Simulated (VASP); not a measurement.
Input of a VASP 6.6.1 run:

File INCAR:

```
  ALGO = Fast
  EDIFF = 1E-7
  ENCUT = 520
  GGA = VW
  ISIF = 2
  ISMEAR = 0
  ISPIN = 2
  LASPH = T
  LCHARG = F
  LMAXMIX = 6
  LORBIT = 11
  LREAL = F
  LWAVE = F
  MAGMOM = 1
  NBANDS = 22
  NELM = 150
  PREC = Accurate
  SIGMA = 0.05
```

The input KPOINTS:

```
k-points
0
Gamma
  6 6 7
```

POSCAR

```
Yb
1.0
   -0.0093060000      2.7674890000      2.7392520000
    2.7835660000     -0.0244520000      2.7543980000
    2.7141130000      2.7131820000      0.0450020000
Yb
1
Direct
    0.0000000000      0.0000000000      0.0000000000
```

Potentials or basis: VASP PAW PBE potentials, release 64 (Yb).

The run is started by

```console
$ cat potpaw_PBE.64/Yb/POTCAR > POTCAR
$ mpirun -np 1 vasp_std > vasp.out
```

What does it give for the net moment?

0.01 μB per cell.

Estimate the site moments.

Yb +0.05 μB.

What does it give for the pressure?

-4.9 GPa.

Estimate the band gap on the k mesh.

zero (filled and empty bands overlap).

Stress tensor (GPa, compression positive):
```
-4.92  0.18 -0.28
 0.18 -4.96 -0.17
-0.28 -0.17 -4.87
```

Caveat: the cell differs from its parent crystal (the cell strained at random); the PAW data sets were made with another functional, which shifts forces and pressure a little; spin-orbit coupling is left out, which moves the levels of the heavy elements. The state reached can hang on the start; a lower one may exist.
